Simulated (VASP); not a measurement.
**Pt: relaxation of cell and atoms with PBEsol**

Pt:

```xyz
1
Lattice="0.0000 1.9576 1.9576 1.9576 0.0000 1.9576 1.9576 1.9576 0.0000" Properties=species:S:1:pos:R:3 pbc="T T T"
Pt    0.0000    0.0000    0.0000
```

```json
{
 "Program": "VASP 6.6.1",
 "Task": "relaxation of cell and atoms",
 "Functional": "PBEsol",
 "Potentials or basis": "VASP PAW PBE potentials, release 64 (Pt)",
 "Cutoff": "600 eV",
 "k mesh": "24 × 24 × 24",
 "Occupations": "gaussian, width 0.1 eV",
 "Spin": "no spin polarisation",
 "Dipole correction": "no",
 "Further INCAR settings": "ALGO = Normal; EDIFF = 1e-06; IBRION = 2; EDIFFG = -0.01; NSW = 100; ISIF = 3"
}
```

```yaml
Relaxed_volume: 15.02 Å³/atom
Relaxed_cell: a = 2.769 Å, b = 2.769 Å, c = 2.769 Å, α = 60.00°, β = 60.00°, γ = 60.00°
Space_group_after_relaxing_to_0.05_Å: Fm-3m (No. 225)
Energy_gained_by_relaxing: 0.0 meV/atom
Ionic_steps: 3
Pressure_after_relaxing: 0.0 GPa
Band_gap_on_the_k_mesh: zero (band 5 reaches 11.68 eV, above the bottom of band 6 at 9.43 eV)
```

Final structure:
```
CELL_PARAMETERS angstrom
0.00000 1.95829 1.95829
1.95829 0.00000 1.95829
1.95829 1.95829 0.00000
ATOMIC_POSITIONS crystal
Pt 0.00000 0.00000 0.00000
```

Levels at points of the mesh, in eV from the Fermi level:
| k point | band 3 | band 4 | band 5 | band 6 | band 7 | band 8 |
| --- | --- | --- | --- | --- | --- | --- |
| (0.00, 0.00, 0.00) | -3.82 | -3.82 | -1.63 | -1.63 | 14.62 | 19.60 |
| (0.50, 0.00, 0.00) | -3.88 | -0.56 | 0.05 | 0.05 | 5.84 | 14.17 |
| (0.50, 0.50, 0.00) | 0.03 | 0.50 | 0.50 | 1.71 | 8.88 | 11.36 |

It took 87 s on 1 thread of Intel(R) Xeon(R) Platinum 8259CL CPU @ 2.50GHz (Skylake/Cascade Lake), on a shared host, peak memory 0.21 GiB.

Caveat: the PAW data sets were made with another functional, which shifts forces and pressure a little; spin-orbit coupling is left out, which moves the levels of the heavy elements.
